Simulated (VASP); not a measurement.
# TlSn (P4/mmm) in VASP: a series of runs, part 3 of 4

VASP 6.6.1. The steps go on from the part before.

## (5) Electric field gradients, LDA (zz strain of +1 %)

The input, INCAR:

```
SYSTEM = TlSn
ALGO = Normal
EDIFF = 1E-8
ENCUT = 520
GGA = CA
ISIF = 2
ISMEAR = -1
LASPH = .True.
LCHARG = .False.
LEFG = .True.
LREAL = .False.
LWAVE = .False.
NBANDS = 20
NELM = 80
PREC = Accurate
SIGMA = 0.08
```

The input, KPOINTS:

```
k-points
0
Gamma
  9 9 8
  0 0 0
```

The input, POSCAR:

```
TlSn
1.0
    3.6147298654      0.0000000000      0.0000000000
    0.0000000000      3.6147298654      0.0000000000
    0.0000000000      0.0000000000      4.4187500000
Tl Sn
1 1
Direct
    0.0000000000      0.0000000000      0.0000000000
    0.5000000000      0.5000000000      0.5000000000
```

Potentials or basis: VASP PAW LDA potentials, release 64 (Tl_d, Sn_d).

Command:

```
cat potpaw_LDA.64/Tl_d/POTCAR potpaw_LDA.64/Sn_d/POTCAR > POTCAR
mpirun -np 1 vasp_std > vasp.out
```

OUTCAR:

```text
SYSTEM = TlSn
   EDIFF = 1E-8
   ENCUT = 520
   GGA = CA
   ISIF = 2
   ISMEAR = -1
   LASPH = .True.
   LREAL = .False.
   NELM = 80
   PREC = Accurate

 ion  position               nearest neighbor table
   1  0.000  0.000  0.000-   2 3.38   2 3.38   2 3.38   2 3.38   2 3.38   2 3.38   2 3.38   2 3.38

   2  0.500  0.500  0.500-   1 3.38   1 3.38   1 3.38   1 3.38   1 3.38   1 3.38   1 3.38   1 3.38

  LATTYP: Found a simple tetragonal cell.
 ALAT       =     3.6147298654
 C/A-ratio  =     1.2224288300

  Lattice vectors:

 A1 = (   3.6147298654,   0.0000000000,   0.0000000000)
 A2 = (   0.0000000000,   3.6147298654,   0.0000000000)
 A3 = (   0.0000000000,   0.0000000000,   4.4187500000)

Analysis of symmetry for initial positions (statically):
=====================================================================
 Subroutine PRICEL returns:
 Original cell was already a primitive cell.

 Routine SETGRP: Setting up the symmetry group for a
 simple tetragonal supercell.

 Subroutine GETGRP returns: Found 16 space group operations
 (whereof 16 operations were pure point group operations)
 out of a pool of 16 trial point group operations.

The static configuration has the point symmetry D_4h.

Analysis of symmetry for dynamics (positions and initial velocities):
=====================================================================
 Subroutine PRICEL returns:
 Original cell was already a primitive cell.

 Routine SETGRP: Setting up the symmetry group for a
 simple tetragonal supercell.

 Subroutine GETGRP returns: Found 16 space group operations
 (whereof 16 operations were pure point group operations)
 out of a pool of 16 trial point group operations.

The dynamic configuration has the point symmetry D_4h.

 Subroutine INISYM returns: Found 16 space group operations
 (whereof 16 operations are pure point group operations),
 and found     1 'primitive' translations

----------------------------------------------------------------------------------------

                                     Primitive cell

  volume of cell :      57.7366

  direct lattice vectors                    reciprocal lattice vectors
     3.614729865  0.000000000  0.000000000     0.276645846  0.000000000  0.000000000
     0.000000000  3.614729865  0.000000000     0.000000000  0.276645846  0.000000000
     0.000000000  0.000000000  4.418750000     0.000000000  0.000000000  0.226308345

  length of vectors
     3.614729865  3.614729865  4.418750000     0.276645846  0.276645846  0.226308345

  position of ions in fractional coordinates (direct lattice)
     0.000000000  0.000000000  0.000000000
     0.500000000  0.500000000  0.500000000

  ion indices of the primitive-cell ions
   primitive index   ion index
                 1           1
                 2           2

----------------------------------------------------------------------------------------

 KPOINTS: k-points

Automatic generation of k-mesh.
 Grid dimensions read from file:
[... 65 lines left out ...]
   EDIFF  = 0.1E-07   stopping-criterion for ELM
   LREAL  =      F    real-space projection
   EDIFFG = 0.1E-06   stopping-criterion for IOM
   NSW    =      0    number of steps for IOM
   IBRION =     -1    ionic relax: 0-MD 1-quasi-New 2-CG
   NFREE  =      0    steps in history (QN), initial steepest desc. (CG)
   ISIF   =      2    stress and relaxation
   ISYM   =      2    0-nonsym 1-usesym 2-fastsym
   POTIM  = 0.5000    time-step for ionic-motion
   TEBEG  =    0.0;   TEEND  =   0.0 temperature during run
   PSTRESS=    0.0 pullay stress
   NELECT =      27.0000    total number of electrons
   NUPDOWN=      -1.0000    fix difference up-down
   EMIN   =  10.00;   EMAX   =-10.00  energy-range for DOS
   EFERMI =   0.00;   METHOD = LEGACY
   ISMEAR =    -1;   SIGMA  =   0.08  broadening in eV -4-tet -1-fermi 0-gaus
   EFERMI_NEDOS =   21; number of points for ismear=-14 and -15
   IALGO  =     38    algorithm
   IMIX   =      4    mixing-type and parameters
     AMIX     =   0.40;   BMIX     =  1.00
     AMIX_MAG =   1.60;   BMIX_MAG =  1.00
  volume/ion in A,a.u.               =      28.87       194.81
  Fermi-wavevector in a.u.,A,eV,Ry     =   1.270708  2.401290 21.969306  1.614698
  Thomas-Fermi vector in A             =   2.403681
   LORBIT       =      0    0 simple, 1 ext, 2 COOP (PROOUT), +10 PAW based schemes
   GGA     = CA    functional components
   LHFCALC =     F    Hartree Fock is set to
   AEXX    =    0.0000 exact exchange contribution
   IVDW    =     0    specifies the selected vdW correction
   LEPSILON=     F    determine dielectric tensor
   LRPA    =     F    only Hartree local field effects (RPA)
 non-spin polarized calculation
  energy-cutoff  :      520.00
  volume of cell :       57.74
 maximum number of plane-waves:      1571
 NGX is ok and might be reduce to    28
   NGX = 13   NGY = 13   NGZ = 17

 number of electron      26.9999982 magnetization

 Free energy of the ion-electron system (eV)
  ---------------------------------------------------
  ext. energy  EPLUGINS =         0.00000000
  ---------------------------------------------------
  free energy    TOTEN  =        -7.29045712 eV

  energy without entropy =       -7.26856797  energy(sigma->0) =       -7.27951254

 E-fermi :   6.6262     XC(G=0): -10.3910

 val. band max:        6.6240604876   @ k =   0.4444   0.3333   0.5000
 cond. band min:       6.6264918992   @ k =   0.3333   0.0000   0.0000
 fundamental gap:      0.0024314116
 Fermi energy:         6.6261813373

 k-point     1 :       0.0000    0.0000    0.0000
  band No.  band energies     occupation
      1     -14.7995      2.00000
      2     -14.7715      2.00000
      3     -14.7407      2.00000
      4     -14.7407      2.00000
      5     -14.7234      2.00000
      6      -4.9217      2.00000
[... 541 lines left out ...]
     19      15.0601      0.00000
     20      16.3673      0.00000

 [... further k-points ...]
[... 5 lines left out ...]
  --------------------------------------------------------------------------------------
  -------------------------------------------------------------------------------------
  Total       -1.3805597     -1.3805597     -1.1388375      0.0000000      0.0000000      0.0000000
  in kB      -38.3102207    -38.3102207    -31.6024826      0.0000000      0.0000000      0.0000000
  external PRESSURE =     -36.0743080 kB  Pullay stress =       0.0000000 kB

 VOLUME and BASIS-vectors are now :
 -----------------------------------------------------------------------------
  energy-cutoff  :      520.00
  volume of cell :       57.74
      direct lattice vectors                 reciprocal lattice vectors
     3.614729865  0.000000000  0.000000000     0.276645846  0.000000000  0.000000000
     0.000000000  3.614729865  0.000000000     0.000000000  0.276645846  0.000000000
     0.000000000  0.000000000  4.418750000     0.000000000  0.000000000  0.226308345

 POSITION                                       TOTAL-FORCE (eV/Angst)
 -----------------------------------------------------------------------------------
      0.00000      0.00000      0.00000         0.000000      0.000000      0.000000
      1.80736      1.80736      2.20938         0.000000      0.000000      0.000000
 -----------------------------------------------------------------------------------
    total drift:                                0.000000      0.000000      0.000000

  FREE ENERGIE OF THE ION-ELECTRON SYSTEM (eV)
  ---------------------------------------------------
  free  energy   TOTEN  =        -7.2904571230 eV

  energy  without entropy=       -7.2685679668  energy(sigma->0) =       -7.27951254

 Electric field gradients (V/A^2)
---------------------------------------------------------------------
 ion       V_xx      V_yy      V_zz      V_xy      V_xz      V_yz
---------------------------------------------------------------------
   1      30.895    30.895   -61.790    -0.000    -0.000    -0.000
   2       3.580     3.580    -7.159    -0.000    -0.000     0.000
---------------------------------------------------------------------

 Electric field gradients after diagonalization (V/A^2)
 (convention: |V_zz| > |V_xx| > |V_yy|)
----------------------------------------------------------------------
 ion       V_xx      V_yy      V_zz     asymmetry (V_yy - V_xx)/ V_zz
----------------------------------------------------------------------
   1      30.895    30.895   -61.790       0.000
   2       3.580     3.580    -7.159       0.000
----------------------------------------------------------------------

           NMR quadrupolar parameters

 Cq : quadrupolar parameter    Cq=e*Q*V_zz/h
 eta: asymmetry parameters     (V_yy - V_xx)/ V_zz
 Q  : nuclear electric quadrupole moment in mb (millibarn)
----------------------------------------------------------------------
 ion       Cq(MHz)       eta       Q (mb)
----------------------------------------------------------------------
   1      -0.149       0.000       1.000
   2      -0.017       0.000       1.000
----------------------------------------------------------------------
```

stdout:

```text
POSCAR found type information on POSCAR TlSn
 POSCAR found :  2 types and       2 ions
 scaLAPACK will be used
 LDA part: xc-table for (Slater(with rela. corr.)+CA(PZ))
 , standard interpolation
 POSCAR, INCAR and KPOINTS ok, starting setup
 FFT: planning ... GRIDC
 FFT: planning ... GRID_SOFT
 FFT: planning ... GRID
 WAVECAR not read
 entering main loop
ion   1

ion   2
```

Wall time 25 s (1 thread of Intel Xeon 6975P-C (Granite Rapids), shared host); peak memory 0.21 GiB.

What came out:

* Free energy: -7.2905 eV
* Pressure: -3.6 GPa

Levels at points of the mesh, in eV from the Fermi level:
```
           k point  band 9  band 10  band 11  band 12  band 13  band 14  band 15  band 16  band 17  band 18
(0.00, 0.00, 0.00)  -11.22   -11.16   -10.35    -3.08    -1.63     1.68     1.68     5.32     6.18     8.58
(0.00, 0.00, 0.50)  -11.26   -11.16    -8.53    -8.00     3.44     3.44     3.55     4.39     4.96     4.96
```

Electric field gradients, principal values (V/Å²):
```csv
atom,least,middle,greatest (by size)
1 Tl,30.895,30.895,-61.790
2 Sn,3.580,3.580,-7.159
```

Caveat: the cell differs from its parent crystal (zz strain of +1 %); without QUAD_EFG the Cq values of the log hold for a quadrupole moment of 1 mb, not for the nuclei; spin-orbit coupling is left out, which moves the levels of the heavy elements.

(Continued in part 4 of 4.)
